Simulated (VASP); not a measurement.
# MgI2 (P-3m1) in VASP: a series of runs, part 2 of 2

VASP 6.6.1. Earlier steps stand in the parts before.

## 6. Single point, PBE (strain +0.030 along x and y, -0.015 along z)

INCAR reads:

```
SYSTEM = MgI2
PREC     = Accurate       ! precision mode
ENCUT    = 520            ! plane-wave cutoff, eV
EDIFF    = 1E-6           ! SCF threshold, eV
ISMEAR   = 0              ! smearing method
SIGMA    = 0.05           ! smearing width, eV
LREAL    = .FALSE.        ! projectors in reciprocal space
LASPH    = .TRUE.         ! aspherical terms in the spheres
NELM     = 60             ! most SCF steps
ALGO     = Normal         ! electronic algorithm
ISIF     = 2              ! what is computed and relaxed
LWAVE    = .FALSE.        ! write WAVECAR
LCHARG   = .TRUE.         ! write CHGCAR
GGA      = PE             ! functional
LELF     = .TRUE.         ! ELF
LVHAR    = .TRUE.       
NBANDS   = 15             ! bands
```

KPOINTS reads:

```
regular mesh
0
G
  6 6 4
  0 0 0
```

POSCAR reads:

```
MgI2
1.0
    4.2783111250      0.0000000000      0.0000000000
   -2.1391555625      3.7051261196      0.0000000000
    0.0000000000      0.0000000000      6.7590700000
Mg I
1 2
Direct
    0.0000000000      0.0000000000      0.0000000000
    0.3333333333      0.6666666667      0.7576300000
    0.6666666667      0.3333333333      0.2423700000
```

Potentials or basis: VASP PAW PBE potentials, release 64 (Mg, I).

Run with:

```sh
> cat potpaw_PBE.64/Mg/POTCAR potpaw_PBE.64/I/POTCAR > POTCAR
> mpirun -np 1 vasp_std > vasp.out
```

OUTCAR:

```text
SYSTEM = MgI2
   PREC = Accurate
   ENCUT = 520
   EDIFF = 1E-6
   ISMEAR = 0
   LREAL = .FALSE.
   LASPH = .TRUE.
   NELM = 60
   ISIF = 2
   GGA = PE

 ion  position               nearest neighbor table
   1  0.000  0.000  0.000-   2 2.96   3 2.96   3 2.96   2 2.96   3 2.96   2 2.96
   2  0.333  0.667  0.758-   1 2.96   1 2.96   1 2.96
   3  0.667  0.333  0.242-   1 2.96   1 2.96   1 2.96

  LATTYP: Found a hexagonal cell.
 ALAT       =     4.2783111250
 C/A-ratio  =     1.5798453648

  Lattice vectors:

 A1 = (   4.2783111250,   0.0000000000,   0.0000000000)
 A2 = (  -2.1391555625,   3.7051261196,   0.0000000000)
 A3 = (   0.0000000000,   0.0000000000,   6.7590700000)

Analysis of symmetry for initial positions (statically):
=====================================================================
 Subroutine PRICEL returns:
 Original cell was already a primitive cell.

 Routine SETGRP: Setting up the symmetry group for a
 hexagonal supercell.

 Subroutine GETGRP returns: Found 12 space group operations
 (whereof 12 operations were pure point group operations)
 out of a pool of 24 trial point group operations.

The static configuration has the point symmetry D_3d.

Analysis of symmetry for dynamics (positions and initial velocities):
=====================================================================
 Subroutine PRICEL returns:
 Original cell was already a primitive cell.

 Routine SETGRP: Setting up the symmetry group for a
 hexagonal supercell.

 Subroutine GETGRP returns: Found 12 space group operations
 (whereof 12 operations were pure point group operations)
 out of a pool of 24 trial point group operations.

The dynamic configuration has the point symmetry D_3d.

 Subroutine INISYM returns: Found 12 space group operations
 (whereof 12 operations are pure point group operations),
 and found     1 'primitive' translations

----------------------------------------------------------------------------------------

                                     Primitive cell

  volume of cell :     107.1426

  direct lattice vectors                    reciprocal lattice vectors
     4.278311125  0.000000000  0.000000000     0.233737092  0.134948173  0.000000000
    -2.139155563  3.705126120  0.000000000     0.000000000  0.269896346  0.000000000
     0.000000000  0.000000000  6.759070000     0.000000000  0.000000000  0.147949348

  length of vectors
     4.278311125  4.278311125  6.759070000     0.269896346  0.269896346  0.147949348

  position of ions in fractional coordinates (direct lattice)
     0.000000000  0.000000000  0.000000000
     0.333333333  0.666666667  0.757630000
     0.666666667  0.333333333  0.242370000

  ion indices of the primitive-cell ions
   primitive index   ion index
                 1           1
                 2           2
                 3           3

----------------------------------------------------------------------------------------

 KPOINTS: regular mesh

Automatic generation of k-mesh.
 Grid dimensions read from file:
 generate k-points for:    6    6    4

 Generating k-lattice:

  Cartesian coordinates                     Fractional coordinates (reciprocal lattice)
[... 42 lines left out ...]
   number of dos      NEDOS =    301   number of ions     NIONS =      3
   total plane-waves  NPLWV =  51200
   dimension x,y,z NGX =    32 NGY =   32 NGZ =   50
   dimension x,y,z NGXF=    64 NGYF=   64 NGZF=  100
   ions per type =               1   2
   NGX,Y,Z   is equivalent  to a cutoff of  12.43, 12.43, 12.30 a.u.
   NGXF,Y,Z  is equivalent  to a cutoff of  24.87, 24.87, 24.60 a.u.
 SYSTEM =  MgI2
   PREC   = accura    normal or accurate (medium, high low for compatibility)
   ISTART =      0    job   : 0-new  1-cont  2-samecut
   ICHARG =      2    charge: 1-file 2-atom 10-const
   ISPIN  =      1    spin polarized calculation?
   LNONCOLLINEAR =      F non collinear calculations
   LSORBIT =      F    spin-orbit coupling
   LASPH  =      T    aspherical Exc in radial PAW
   ENCUT  =  520.0 eV  38.22 Ry    6.18 a.u.   7.95  7.95 12.57*2*pi/ulx,y,z
   NELM   =     60;   NELMIN=  2; NELMDL= -5     # of ELM steps
   EDIFF  = 0.1E-05   stopping-criterion for ELM
   LREAL  =      F    real-space projection
   EDIFFG = 0.1E-04   stopping-criterion for IOM
   NSW    =      0    number of steps for IOM
   IBRION =     -1    ionic relax: 0-MD 1-quasi-New 2-CG
   NFREE  =      0    steps in history (QN), initial steepest desc. (CG)
   ISIF   =      2    stress and relaxation
   ISYM   =      2    0-nonsym 1-usesym 2-fastsym
   POTIM  = 0.5000    time-step for ionic-motion
   TEBEG  =    0.0;   TEEND  =   0.0 temperature during run
   PSTRESS=    0.0 pullay stress
   NELECT =      16.0000    total number of electrons
   NUPDOWN=      -1.0000    fix difference up-down
   EMIN   =  10.00;   EMAX   =-10.00  energy-range for DOS
   EFERMI =   0.00;   METHOD = LEGACY
   ISMEAR =     0;   SIGMA  =   0.05  broadening in eV -4-tet -1-fermi 0-gaus
   EFERMI_NEDOS =   21; number of points for ismear=-14 and -15
   IALGO  =     38    algorithm
   IMIX   =      4    mixing-type and parameters
     AMIX     =   0.40;   BMIX     =  1.00
     AMIX_MAG =   1.60;   BMIX_MAG =  1.00
  volume/ion in A,a.u.               =      35.71       241.01
  Fermi-wavevector in a.u.,A,eV,Ry     =   0.868548  1.641319 10.263915  0.754376
  Thomas-Fermi vector in A             =   1.987243
   LORBIT       =      0    0 simple, 1 ext, 2 COOP (PROOUT), +10 PAW based schemes
   GGA     = PE    functional components
   LHFCALC =     F    Hartree Fock is set to
   AEXX    =    0.0000 exact exchange contribution
   IVDW    =     0    specifies the selected vdW correction
   LEPSILON=     F    determine dielectric tensor
   LRPA    =     F    only Hartree local field effects (RPA)
 non-spin polarized calculation
 Gauss-broadening in eV      SIGMA  =   0.05
  energy-cutoff  :      520.00
  volume of cell :      107.14
 maximum number of plane-waves:      2916
   NGX = 15   NGY = 15   NGZ = 25

 number of electron      16.0000000 magnetization

 Free energy of the ion-electron system (eV)
  ---------------------------------------------------
  ext. energy  EPLUGINS =         0.00000000
  ---------------------------------------------------
  free energy    TOTEN  =        -7.69255075 eV

  energy without entropy =       -7.69255075  energy(sigma->0) =       -7.69255075

 E-fermi :   2.3353     XC(G=0):  -8.0384

 val. band max:        2.1075985993   @ k =   0.0000   0.0000   0.0000
 cond. band min:       5.3410198991   @ k =   0.0000   0.0000   0.0000
 fundamental gap:      3.2334212998
 Fermi energy:         2.3353092654

 k-point     1 :       0.0000    0.0000    0.0000
  band No.  band energies     occupation
      1      -9.9699      2.00000
      2      -9.2631      2.00000
      3      -1.3562      2.00000
      4       1.3463      2.00000
      5       1.3463      2.00000
      6       1.7444      2.00000
      7       1.7444      2.00000
      8       2.1076      2.00000
      9       5.3410      0.00000
     10       6.5189      0.00000
     11       8.3936      0.00000
     12       8.3936      0.00000
     13       9.6970      0.00000
     14       9.9799      0.00000
[... 401 lines left out ...]
      2      -9.1994      2.00000
      3      -1.1042      2.00000
      4      -0.7017      2.00000
      5      -0.7017      2.00000
      6      -0.0998      2.00000
      7       1.5384      2.00000
      8       1.5384      2.00000
      9       6.6612      0.00000
     10       7.8634      0.00000
     11       7.8634      0.00000
     12       9.4566      0.00000
     13       9.8487      0.00000
     14      10.3231      0.00000
     15      10.4977      0.00000

------------------------ aborting loop because EDIFF is reached ----------------------------------------

  FORCE on cell =-STRESS in cart. coord.  units (eV):
  Direction    XX          YY          ZZ          XY          YZ          ZX
  --------------------------------------------------------------------------------------
  -------------------------------------------------------------------------------------
  Total       -0.4261310     -0.4261310      0.5714439      0.0000000     -0.0000000      0.0000000
  in kB       -6.3722292     -6.3722292      8.5451936      0.0000000     -0.0000000      0.0000000
  external PRESSURE =      -1.3997549 kB  Pullay stress =       0.0000000 kB

 VOLUME and BASIS-vectors are now :
 -----------------------------------------------------------------------------
  energy-cutoff  :      520.00
  volume of cell :      107.14
      direct lattice vectors                 reciprocal lattice vectors
     4.278311125  0.000000000  0.000000000     0.233737092  0.134948173  0.000000000
    -2.139155563  3.705126120  0.000000000     0.000000000  0.269896346  0.000000000
     0.000000000  0.000000000  6.759070000     0.000000000  0.000000000  0.147949348

 POSITION                                       TOTAL-FORCE (eV/Angst)
 -----------------------------------------------------------------------------------
      0.00000      0.00000      0.00000         0.000000      0.000000      0.000000
     -0.00000      2.47008      5.12087        -0.000000      0.000000      0.068993
      2.13916      1.23504      1.63820         0.000000      0.000000     -0.068993
 -----------------------------------------------------------------------------------
    total drift:                               -0.000000      0.000000     -0.000000

  FREE ENERGIE OF THE ION-ELECTRON SYSTEM (eV)
  ---------------------------------------------------
  free  energy   TOTEN  =        -7.6925507480 eV

  energy  without entropy=       -7.6925507480  energy(sigma->0) =       -7.69255075
```

It took 58 s on 1 thread of Intel Xeon 8259CL, shared host; peak memory 0.23 GiB.

What came out:

- Free energy: -7.6926 eV
- Pressure: -0.1 GPa
- Largest force: 0.069 eV/Å
- Band gap on the k mesh: 3.23 eV

Forces in eV/Å, atoms in the order of the input:
```
Mg   0.000  0.000  0.000
I    0.000  0.000  0.069
I    0.000  0.000 -0.069
```

Stress tensor (GPa, compression positive):
```
-0.64  0.00  0.00
 0.00 -0.64  0.00
 0.00  0.00  0.85
```

Caveat: the cell differs from its parent crystal (strain +0.030 along x and y, -0.015 along z); spin-orbit coupling is left out, which moves the levels of the heavy elements; this functional lacks dispersion, which binds the layers, so the pressure and a relaxed spacing across them are unreliable.

## 7. The runs side by side

```csv
cell,gap on the mesh (eV),pressure (GPa),largest force (eV/Å)
"a = 4.216, b = 4.216, c = 6.759 Å, angles 90.0, 90.0, 120.0°, 3 atoms",3.35,0.7,0.03
"a = 4.154, b = 4.154, c = 7.068 Å, angles 90.0, 90.0, 120.0°, 3 atoms",3.49,0.3,0.19
"a = 4.278, b = 4.278, c = 6.656 Å, angles 90.0, 90.0, 120.0°, 3 atoms",3.19,0.3,0.03
"a = 4.216, b = 4.216, c = 6.862 Å, angles 90.0, 90.0, 120.0°, 3 atoms",3.42,0.3,0.07
"a = 4.278, b = 4.278, c = 6.759 Å, angles 90.0, 90.0, 120.0°, 3 atoms",3.23,-0.1,0.07
```

Alike in all rows: task single point; level PBE; potentials or basis VASP PAW PBE potentials, release 64 (Mg, I); no spin polarisation; k mesh 6 × 6 × 4; cutoff (eV) 520; smearing gaussian 0.05 eV.

Caveats: spin-orbit coupling is left out, which moves the levels of the heavy elements; this functional lacks dispersion, which binds the layers, so the pressure and a relaxed spacing across them are unreliable.

Absolute energies hang on the potentials; compare differences alone.
